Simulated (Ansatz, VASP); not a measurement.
# Sb: VASP beside Ansatz

```
Sb
1.0
     3.08334    0.00000    0.00000
     0.00000    3.08334    0.00000
     0.00000    0.00000    3.08334
Sb
1
Direct
  0.00000 0.00000 0.00000
```

Alike in both runs: task single point; functional PBEsol; k mesh 12 × 12 × 12; occupations fermi-dirac, width 0.28 eV; no spin polarisation.

```csv
,VASP,Ansatz
version,VASP 6.6.1,Ansatz 0.2.0
potentials or method,"VASP PAW PBE potentials, release 64 (Sb), cutoff 520 eV","all-electron LAPW, scalar-relativistic"
```

```csv
,VASP,Ansatz,Ansatz less VASP
pressure (GPa),-0.7,-0.8,-0.09
```

VASP's potentials were made for PBE, not for PBEsol. Ansatz ran all-electron here, and VASP with PAW potentials.

Spin-orbit coupling is off throughout.
